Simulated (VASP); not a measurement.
A run of VASP 6.6.1:

File INCAR:

```
PREC     = Accurate       # precision mode
ENCUT    = 520            # plane-wave cutoff, eV
EDIFF    = 1E-7           # SCF threshold, eV
ISMEAR   = -1             # smearing method
SIGMA    = 0.2482         # smearing width, eV
LREAL    = Auto         
LASPH    = True           # aspherical terms in the spheres
NELM     = 80             # most SCF steps
ALGO     = Normal         # electronic algorithm
ISIF     = 2              # what is computed and relaxed
LWAVE    = False          # write WAVECAR
LCHARG   = True           # write CHGCAR
GGA      = PE             # functional
LELF     = True           # ELF
LVHAR    = True         
ISYM     = 0            
NBANDS   = 54             # bands
```

The input KPOINTS:

```
Automatic mesh
0
Gamma
  1 1 1
  0.25 0.25 0.25
```

Contents of POSCAR:

```
Si7N8O2
1.0
    5.8386290000      0.0627810000      0.1075870000
    0.0627810000      6.0367170000      0.0979630000
    0.1075870000      0.0979630000      5.8205090000
Si N O
7 8 2
Direct
    1.0674707550      0.5880114759      0.0285847261
    0.4168172164      0.4004128437      0.7113275218
    0.7352795830     -0.1801592300      0.6290711713
    0.2271160902      0.8235537347      0.3753416525
    0.1744343222      0.9728879379      0.8602603507
    1.0221374686      0.3773483325      0.5523829826
    0.6768030031      0.1808217423      0.3694144198
    0.9500775431      0.8170974720     -0.1417782040
    0.6170582651      0.5893719731      0.6654926409
    0.0872924603      0.5665285205      0.3255549700
    0.5856303599      0.1635102818      0.6645901293
    0.2717028755      0.0120248119      0.5451939540
    0.4327585725      0.3240912118      0.0190587895
    0.2621954247      0.7958923048      0.0880894064
    0.4326790362      0.2701069882      0.2265705404
    0.9125285914      0.3539611019     -0.1345044402
    0.8268222863      0.9283988614      0.3515723338
```

Potentials or basis: VASP PAW PBE potentials, release 64 (Si, N, O).

Launch:

```console
$ cat potpaw_PBE.64/Si/POTCAR potpaw_PBE.64/N/POTCAR potpaw_PBE.64/O/POTCAR > POTCAR
$ mpirun -np 1 vasp_std > vasp.out
```

Hardware: 1 thread of Intel Xeon 6975P-C, on a shared host.

Problem. Estimate the wall time of this run.

Solution. Run time: 49 s on 1 thread of Intel Xeon 6975P-C, with other jobs on the host, peak memory 0.32 GiB. Counts: scf iterations 20, k points 1.
